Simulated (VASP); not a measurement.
A run of VASP 6.6.1 is set up as follows.

INCAR

```
ALGO = Normal ; EDIFF = 1E-6
EDIFFG = -0.01 ; ENCUT = 600
GGA = PS ; IBRION = 2
ISIF = 3 ; ISMEAR = -1
LASPH = T ; LCHARG = F
LREAL = F ; LWAVE = F
NELM = 100 ; NSW = 60
PREC = Accurate ; SIGMA = 0.02
```

The input KPOINTS:

```
k-points
0
Gamma
  6 6 3
```

Contents of POSCAR:

```
Cl
1.0
    3.1450000000     -2.2500000000      0.0000000000
    3.1450000000      2.2500000000      0.0000000000
    0.0000000000      0.0000000000      8.2100000000
Cl
4
Direct
    0.8700000000      0.1300000000      0.1000000000
    0.6300000000      0.3700000000      0.6000000000
    0.1300000000      0.8700000000      0.9000000000
    0.3700000000      0.6300000000      0.4000000000
```

Potentials or basis: VASP PAW PBE potentials, release 64 (Cl).

The run is started by

```console
$ cat potpaw_PBE.64/Cl/POTCAR > POTCAR
$ mpirun -np 1 vasp_std > vasp.out
```

(1) What does it give for the space group after relaxing (to 0.05 Å)?

(2) What does it give for the relaxed cell?

Answers

(1) Cmce (No. 64).

(2) a = 3.933 Å, b = 3.933 Å, c = 7.979 Å, α = 90.00°, β = 90.00°, γ = 60.11°.
